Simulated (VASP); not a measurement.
# PbO (F-43m) in VASP: vibrations by perturbation theory with PBEsol

Aim: the vibrations by perturbation theory of PbO with PBEsol.

All numbers are computed with VASP 6.6.1; they aren't measurements. Logs are shortened: lines on timing, memory, paths and dates and some standing lists are left out, and cuts for length are marked.

## 1. The cell of the first run

It takes space group F-43m (No. 216, cubic). Conventional cell: a = 5.572 Å, b = 5.572 Å, c = 5.572 Å, α = 90.00°, β = 90.00°, γ = 90.00°. Pb (site symmetry -43m) has 4 O at 2.41 Å within 3.2 Å. Within 3.2 Å of O (site symmetry -43m) lie 4 Pb at 2.41 Å.

## 2. Vibrations by perturbation theory, PBEsol (phonons by finite displacements)

Contents of INCAR:

```
PREC     = Accurate       # precision mode
ENCUT    = 520            # plane-wave cutoff, eV
EDIFF    = 1E-8           # SCF threshold, eV
ISMEAR   = 0              # smearing method
SIGMA    = 0.05           # smearing width, eV
LREAL    = False          # projectors in reciprocal space
LASPH    = True           # aspherical terms in the spheres
NELM     = 100            # most SCF steps
ALGO     = Normal         # electronic algorithm
ISIF     = 2              # what is computed and relaxed
LWAVE    = False          # write WAVECAR
LCHARG   = False          # write CHGCAR
GGA      = PS             # functional
NBANDS   = 17             # bands
IBRION   = 8              # ionic algorithm
NSW      = 1              # ionic steps
```

Contents of KPOINTS:

```
Automatic mesh
0
Gamma
  12 12 12
```

Contents of POSCAR:

```
PbO
1.0
    0.0000000000      2.7861783880      2.7861783880
    2.7861783880      0.0000000000      2.7861783880
    2.7861783880      2.7861783880      0.0000000000
Pb O
1 1
Direct
    0.0000000000      0.0000000000      0.0000000000
    0.2500000000      0.2500000000      0.2500000000
```

Potentials or basis: VASP PAW PBE potentials, release 64 (Pb_d, O).

Started as:

```console
$ cat potpaw_PBE.64/Pb_d/POTCAR potpaw_PBE.64/O/POTCAR > POTCAR
$ mpirun -np 1 vasp_std > vasp.out
```

OUTCAR:

```text
PREC = Accurate
   ENCUT = 520
   EDIFF = 1E-8
   ISMEAR = 0
   LREAL = False
   LASPH = True
   NELM = 100
   ISIF = 2
   GGA = PS
   IBRION = 8
   NSW = 1

 ion  position               nearest neighbor table
   1  0.000  0.000  0.000-   2 2.41   2 2.41   2 2.41   2 2.41
   2  0.250  0.250  0.250-   1 2.41   1 2.41   1 2.41   1 2.41

  LATTYP: Found a face centered cubic cell.
 ALAT       =     5.5723567760

  Lattice vectors:

 A1 = (   0.0000000000,   2.7861783880,   2.7861783880)
 A2 = (   2.7861783880,   0.0000000000,   2.7861783880)
 A3 = (   2.7861783880,   2.7861783880,   0.0000000000)

Analysis of symmetry for initial positions (statically):
=====================================================================
 Subroutine PRICEL returns:
 Original cell was already a primitive cell.

 Routine SETGRP: Setting up the symmetry group for a
 face centered cubic supercell.

 Subroutine GETGRP returns: Found 24 space group operations
 (whereof 24 operations were pure point group operations)
 out of a pool of 48 trial point group operations.

The static configuration has the point symmetry T_d .

Analysis of symmetry for dynamics (positions and initial velocities):
=====================================================================
 Subroutine PRICEL returns:
 Original cell was already a primitive cell.

 Routine SETGRP: Setting up the symmetry group for a
 face centered cubic supercell.

 Subroutine GETGRP returns: Found 24 space group operations
 (whereof 24 operations were pure point group operations)
 out of a pool of 48 trial point group operations.

The dynamic configuration has the point symmetry T_d .

 Subroutine INISYM returns: Found 24 space group operations
 (whereof 24 operations are pure point group operations),
 and found     1 'primitive' translations

----------------------------------------------------------------------------------------

[... 640 lines left out ...]
  external PRESSURE =      -0.1459184 kB  Pullay stress =       0.0000000 kB

 VOLUME and BASIS-vectors are now :
 -----------------------------------------------------------------------------
  energy-cutoff  :      520.00
  volume of cell :       43.26
      direct lattice vectors                 reciprocal lattice vectors
     0.000000000  2.786178388  2.786178388    -0.179457282  0.179457282  0.179457282
     2.786178388  0.000000000  2.786178388     0.179457282 -0.179457282  0.179457282
     2.786178388  2.786178388  0.000000000     0.179457282  0.179457282 -0.179457282

 POSITION                                       TOTAL-FORCE (eV/Angst)
 -----------------------------------------------------------------------------------
      0.00000      0.00000      0.00000         0.000000      0.000000      0.000000
      1.39309      1.39309      1.39309        -0.000000     -0.000000     -0.000000
 -----------------------------------------------------------------------------------
    total drift:                                0.000000      0.000000      0.000000

  FREE ENERGIE OF THE ION-ELECTRON SYSTEM (eV)
  ---------------------------------------------------
  free  energy   TOTEN  =       -10.9608500981 eV

  energy  without entropy=      -10.9608500896  energy(sigma->0) =      -10.96085009

[... ionic steps 2 to 3 ...]

--------------------------------------- Ionic step        4  -------------------------------------------

------------------------ aborting loop because EDIFF is reached ----------------------------------------

[... ionic steps 5 to 6 ...]

--------------------------------------- Ionic step        7  -------------------------------------------

 Free energy of the ion-electron system (eV)
  ---------------------------------------------------
  ---------------------------------------------------
  free energy    TOTEN  =        -0.36446233 eV

  energy without entropy =       -0.36446233

------------------------ aborting loop because EDIFF is reached ----------------------------------------

 INTERNAL STRAIN TENSOR  FOR ION    2  DIRECTION 1   (eV/Angst):
 -----------------------------------------------------------------------------
     0.00023  0.00000  0.00000
     0.00000 -0.00115 -3.69184
     0.00000 -3.69184 -0.00115

 INTERNAL STRAIN TENSOR FOR ION    2 for displacements in x,y,z  (eV/Angst):
          X           Y           Z          XY          YZ          ZX
  --------------------------------------------------------------------------------
  x     0.00000    -0.00000    -0.00000     0.00000    -3.69184     0.00000
  y     0.00000     0.00000     0.00000     0.00000     0.00000    -3.69184
  z    -0.00000    -0.00000     0.00000    -3.69184     0.00000     0.00000

 SECOND DERIVATIVES (NOT SYMMETRIZED)
 ------------------------------------
               1X          1Y          1Z          2X          2Y          2Z
  1X    -3.559457    0.000000    0.000000    3.559457    0.000000    0.000000
  1Y     0.000000   -3.559457    0.000000    0.000000    3.559457    0.000000
  1Z     0.000000    0.000000   -3.559457    0.000000    0.000000    3.559457
  2X     3.555132    0.000000    0.000000   -3.555132    0.000000    0.000000
  2Y     0.000000    3.555132    0.000000    0.000000   -3.555132    0.000000
  2Z     0.000000    0.000000    3.555132    0.000000    0.000000   -3.555132

 Eigenvectors and eigenvalues of the dynamical matrix
 ----------------------------------------------------

   1 f  =    7.648738 THz    48.058436 2PiTHz  255.134426 cm-1    31.632623 meV
             X         Y         Z           dx          dy          dz
      0.000000  0.000000  0.000000     0.000000    0.267891    0.000000
      1.393089  1.393089  1.393089     0.000000   -0.963449    0.000000
[... 21 lines left out ...]
   6 f/i=    0.001200 THz     0.007540 2PiTHz    0.040031 cm-1     0.004963 meV
             X         Y         Z           dx          dy          dz
      0.000000  0.000000  0.000000     0.000000   -0.963449    0.000000
      1.393089  1.393089  1.393089     0.000000   -0.267891    0.000000

--------------------------------------------------------------------------------------------------------

 ELASTIC MODULI CONTR FROM IONIC RELAXATION (kBar)
 Direction    XX          YY          ZZ          XY          YZ          ZX
 --------------------------------------------------------------------------------
 XX          -0.0000     -0.0000     -0.0000      0.0000      0.0000      0.0000
 YY          -0.0000     -0.0000     -0.0000      0.0000      0.0000      0.0000
 ZZ          -0.0000     -0.0000     -0.0000      0.0000      0.0000      0.0000
 XY           0.0000      0.0000      0.0000   -144.8171      0.0000     -0.0000
 YZ           0.0000      0.0000      0.0000      0.0000   -144.8171      0.0000
 ZX           0.0000      0.0000      0.0000     -0.0000      0.0000   -144.8171
 --------------------------------------------------------------------------------
```

OSZICAR:

```text
N       E                     dE             d eps       ncg     rms          rms(c)
DAV:   1     0.176797544745E+03    0.17680E+03   -0.10155E+04  2448   0.132E+03
DAV:   2     0.159157156309E+01   -0.17521E+03   -0.16615E+03  2572   0.350E+02
DAV:   3    -0.128608112970E+02   -0.14452E+02   -0.14357E+02  3059   0.106E+02
DAV:   4    -0.131725716341E+02   -0.31176E+00   -0.31157E+00  2964   0.171E+01
[... 47 lines left out ...]
RMM:  10    -0.364462136104E+00    0.21816E-06   -0.12278E-08 18002   0.559E-04    0.184E-05
RMM:  11    -0.364462239613E+00   -0.10351E-06   -0.15397E-09 18712   0.237E-04    0.145E-05
RMM:  12    -0.364462412397E+00   -0.17278E-06   -0.10253E-09 17653   0.107E-04    0.585E-06
RMM:  13    -0.364462335298E+00    0.77100E-07   -0.87515E-10 18289   0.507E-05    0.119E-06
RMM:  14    -0.364462328190E+00    0.71080E-08   -0.11607E-09 18933   0.234E-05    0.118E-06
 Linear response finished
```

stdout:

```text
POSCAR found type information on POSCAR PbO
 POSCAR found :  2 types and       2 ions
 scaLAPACK will be used
 -----------------------------------------------------------------------------
|                                                                             |
|                                                                             |
|     You enforced a specific xc type in the INCAR file but a different       |
|     I HOPE YOU KNOW WHAT YOU ARE DOING!                                     |
|                                                                             |
 -----------------------------------------------------------------------------

 LDA part: xc-table for (Slater+PW92), standard interpolation
 POSCAR, INCAR and KPOINTS ok, starting setup
 FFT: planning ... GRIDC
 FFT: planning ... GRID_SOFT
 FFT: planning ... GRID
 WAVECAR not read
 entering main loop
 Linear response reoptimize wavefunctions to high precision
 Linear response DOF=           2
 Linear response progress:
 first order change of Fermi-energy   0.88142E-03
 force on displaced ion       1 direction 1 :  -3.559  -0.000  -0.000
 Linear response progress:
 first order change of Fermi-energy  -0.90040E-03
 force on displaced ion       2 direction 1 :  -3.555  -0.000  -0.000
 Linear response finished
```

It took 9 min on 1 thread of AMD EPYC 7R13 (Zen 3), shared host; peak memory 0.5 GiB.

Results:

```
Highest phonon frequency at Γ, LO-TO splitting left out : 255 cm⁻¹
```

Phonon frequencies in cm⁻¹ (negative: imaginary):
| q point | frequencies |
| --- | --- |
| (0.000, 0.000, 0.000) | 0 0 0 255 255 255 |

Caveat: the cell differs from its parent crystal (phonons by finite displacements); the PAW data sets were made with another functional, which shifts forces and pressure a little; spin-orbit coupling is left out, which moves the levels of the heavy elements.
